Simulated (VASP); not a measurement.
Set up this calculation in VASP 6.6.1, as the native input.

| Item | Value |
| --- | --- |
| Task | single point |
| Functional | r2SCAN |
| Dispersion | rVV10 |
| Potentials or basis | VASP PAW PBE potentials, release 64 (K_sv, S, Sc_sv) |
| Cutoff | 520 eV |
| k mesh | 6 × 4 × 4 |
| Occupations | fermi-dirac, width 0.03 eV |
| Spin | no spin polarisation |
| Dipole correction | no |
| Further INCAR settings | ALGO = Normal; EDIFF = 1e-06; NBANDS = 42 |

KScS2:

```
K S Sc
1.0
     3.73596    0.00000    0.00000
     0.00000    5.61780    0.00000
     0.00000    0.00000    8.69189
K S Sc
2 4 2
Direct
  0.00000 0.00000 0.89438
  0.50000 0.50000 0.10562
  0.00000 0.50000 0.80699
  0.50000 0.00000 0.19301
  0.00000 0.50000 0.40532
  0.50000 0.00000 0.59468
  0.00000 0.00000 0.38705
  0.50000 0.50000 0.61295
```

The input as run:

POSCAR

```
KScS2
1.0
    3.7359561562      0.0000000000      0.0000000000
    0.0000000000      5.6177957016      0.0000000000
    0.0000000000      0.0000000000      8.6918861681
K S Sc
2 4 2
Direct
    0.0000000000      0.0000000000      0.8943847458
    0.5000000000      0.5000000000      0.1056152542
    0.0000000000      0.5000000000      0.8069947982
    0.5000000000      0.0000000000      0.1930052018
    0.0000000000      0.5000000000      0.4053213563
    0.5000000000      0.0000000000      0.5946786437
    0.0000000000      0.0000000000      0.3870476944
    0.5000000000      0.5000000000      0.6129523056
```

INCAR.step1

```
SYSTEM = KScS2
PREC     = Accurate       ! precision mode
ENCUT    = 520            ! plane-wave cutoff, eV
ISMEAR   = -1             ! smearing method
SIGMA    = 0.03           ! smearing width, eV
LREAL    = .False.        ! projectors in reciprocal space
LASPH    = .True.         ! aspherical terms in the spheres
NELM     = 100            ! most SCF steps
NBANDS   = 42             ! bands
GGA      = PE             ! functional
ALGO     = Normal         ! electronic algorithm
EDIFF    = 1E-4           ! SCF threshold, eV
LWAVE    = .True.         ! write WAVECAR
LCHARG   = .False.        ! write CHGCAR
```

INCAR.step2

```
SYSTEM = KScS2
PREC     = Accurate       ! precision mode
ENCUT    = 520            ! plane-wave cutoff, eV
EDIFF    = 1E-6           ! SCF threshold, eV
ISMEAR   = -1             ! smearing method
SIGMA    = 0.03           ! smearing width, eV
LREAL    = .False.        ! projectors in reciprocal space
LASPH    = .True.         ! aspherical terms in the spheres
NELM     = 100            ! most SCF steps
ALGO     = Normal         ! electronic algorithm
ISIF     = 2              ! what is computed and relaxed
LWAVE    = .False.        ! write WAVECAR
LCHARG   = .False.        ! write CHGCAR
METAGGA  = R2SCAN         ! meta-GGA
LMIXTAU  = .True.       
LUSE_VDW = .True.       
IVDW_NL  = 2            
BPARAM   = 11.95        
CPARAM   = 0.0093       
NBANDS   = 42             ! bands
ISTART   = 1
```

KPOINTS

```
regular mesh
0
Gamma
  6 4 4
  0 0 0
```

Potentials or basis: VASP PAW PBE potentials, release 64 (K_sv, S, Sc_sv).

Run with:

```console
$ cat potpaw_PBE.64/K_sv/POTCAR potpaw_PBE.64/S/POTCAR potpaw_PBE.64/Sc_sv/POTCAR > POTCAR
$ cp INCAR.step1 INCAR
$ mpirun -np 1 vasp_std > vasp.out
$ cp INCAR.step2 INCAR
$ mpirun -np 1 vasp_std > vasp.out
```

It gave:

```
Pressure               : 0.2 GPa
Largest force          : 0.044 eV/Å
Band gap on the k mesh : 2.05 eV (least direct gap 2.17 eV)
```

Caveat: the PAW data sets were made with another functional, which shifts forces and pressure a little.

Wall time 8.6 min on 1 thread of Intel(R) Xeon(R) 6975P-C (Granite Rapids), on a shared host, peak memory 0.73 GiB.
